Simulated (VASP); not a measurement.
## Ir: single point with PBE

Ir:

```
CELL_PARAMETERS angstrom
0.00000 2.70516 2.70516
2.70516 0.00000 2.70516
2.70516 2.70516 0.00000
ATOMIC_POSITIONS crystal
Ir 0.00000 0.00000 0.00000
Ir 0.25000 0.25000 0.25000
```

This isn't the form of Ir at room conditions, which is fcc.

```json
{
 "Program": "VASP 6.6.1",
 "Task": "single point",
 "Functional": "PBE",
 "Potentials or basis": "VASP PAW PBE potentials, release 64 (Ir)",
 "Cutoff": "500 eV",
 "k mesh": "7 × 7 × 7",
 "Occupations": "methfessel-paxton, width 0.1 eV",
 "Spin": "no spin polarisation",
 "Dipole correction": "no",
 "Further INCAR settings": "ALGO = Normal; EDIFF = 1e-06; NBANDS = 16"
}
```

The pressure is 19.0 GPa. The band gap on the k mesh is zero (bands 9 and 10 overlap by 1.55 eV).

Levels at points of the mesh, in eV from the Fermi level:
| k point | band 5 | band 6 | band 7 | band 8 | band 9 | band 10 | band 11 | band 12 | band 13 | band 14 |
| --- | --- | --- | --- | --- | --- | --- | --- | --- | --- | --- |
| (0.00, 0.00, 0.00) | -5.17 | -5.17 | -2.00 | -2.00 | -2.00 | 0.91 | 0.91 | 11.15 | 11.17 | 12.67 |

Run time: 16 s on 1 thread of Intel(R) Xeon(R) Platinum 8259CL CPU @ 2.50GHz (Skylake/Cascade Lake), on a shared host, peak memory 0.15 GiB.

Caveat: the cell stands under pressure; spin-orbit coupling is left out, which moves the levels of the heavy elements.
